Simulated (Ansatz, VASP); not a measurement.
# Two plane-wave programs on InCo2N2

```
CELL_PARAMETERS angstrom
2.72596 -1.58055 0.00000
2.72596 1.58055 0.00000
-1.95227 0.00000 7.54468
ATOMIC_POSITIONS crystal
In 0.52558 0.49588 0.50449
Co 0.63935 0.61444 0.88634
Co 0.36538 0.37466 0.11054
N 0.71783 0.71824 0.15769
N 0.26944 0.26099 0.84057
```

Change from the starting cell: atoms moved at random, drawn with an rms of 0.05 Å.

Alike in both runs: task single point; functional PBE; k mesh 10 × 10 × 4; occupations fermi-dirac, width 0.05 eV; collinear spin, ferromagnetic start.

|  | VASP | Ansatz |
| --- | --- | --- |
| version | VASP 6.6.1 | Ansatz 0.2.0 |
| potentials or method | VASP PAW PBE potentials, release 64 (In_d, Co, N) | Ansatz PAW |
| plane-wave cutoff (eV) | 520 | 420 |
| valence electrons in the cell | 41 | 57 |

```tsv
	VASP	Ansatz	Ansatz less VASP
gap on the k mesh at the Fermi level (eV)	none	none	-
pressure (GPa)	-1.7	-1.7	+0.01
traceless stress, the component that is largest in VASP (GPa)	0.84	0.72	-0.115
rms of the force components (eV/Å)	0.331	0.329	-0.0025
net moment per atom (μB)	0.09	0.09	+0.002
size of the moment on the site where the two differ most (μB)	0.18	0.18	-0.008
```

Site moments also hang on the region over which each program counts them. Atom by atom the forces differ by 0.011 eV/Å (rms over components). A gap of «none» marks a metal or a gap that the smearing closes. VASP's potentials hold 41 valence electrons a cell and Ansatz's 57, so a difference there can come from the potentials and not from the codes.
